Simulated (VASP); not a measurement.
## BiTe: single point with PBE

Crystal: BiTe.

```
CELL_PARAMETERS angstrom
0.00000 3.23500 3.23500
3.23500 0.00000 3.23500
3.23500 3.23500 0.00000
ATOMIC_POSITIONS crystal
Bi 0.99614 0.99614 0.00386
Te 0.50000 0.50000 0.50000
```

This cell differs from its parent crystal: all Bi atoms moved +0.025 Å, as atom 1 towards its neighbour atom 2 (Te) at 3.235 Å.

- Program: VASP 6.6.1
- Task: single point
- Functional: PBE
- Potentials or basis: VASP PAW PBE potentials, release 64 (Bi_d, Te)
- Cutoff: 520 eV
- k mesh: 14 × 14 × 14
- Occupations: gaussian, width 0.15 eV
- Spin: no spin polarisation

```json
{
 "Pressure": "0.7 GPa",
 "Largest force": "0.062 eV/Å",
 "Band gap on the k mesh": "zero (an odd number of electrons rules out a gap without spin polarisation)"
}
```

Forces on the atoms (eV/Å):
```
Bi   0.000  0.000  0.062
Te   0.000  0.000 -0.062
```

Levels at points of the mesh, in eV from the Fermi level:
| k point | band 6 | band 7 | band 8 | band 9 | band 10 | band 11 | band 12 | band 13 | band 14 | band 15 |
| --- | --- | --- | --- | --- | --- | --- | --- | --- | --- | --- |
| (0.00, 0.00, 0.00) | -13.54 | -8.14 | -2.56 | -2.56 | -2.56 | 2.14 | 2.14 | 2.14 | 4.65 | 4.66 |
| (0.50, 0.00, 0.00) | -11.59 | -11.26 | -1.94 | -1.93 | -1.62 | -0.83 | -0.64 | -0.63 | 7.31 | 7.76 |
| (0.50, 0.50, 0.00) | -11.78 | -9.97 | -5.67 | -4.03 | -4.03 | 2.23 | 3.58 | 3.58 | 4.94 | 8.65 |
| (0.00, 0.50, 0.50) | -11.78 | -9.97 | -5.67 | -4.03 | -4.03 | 2.22 | 3.58 | 3.58 | 4.94 | 8.65 |

It took 7.1 min on 1 thread of AMD EPYC 7R13, on a shared host, peak memory 0.4 GiB.

Caveat: the cell differs from its parent crystal (all Bi atoms moved +0.025 Å, as atom 1 towards its neighbour atom 2 (Te) at 3.235 Å); spin-orbit coupling is left out, which moves the levels of the heavy elements.
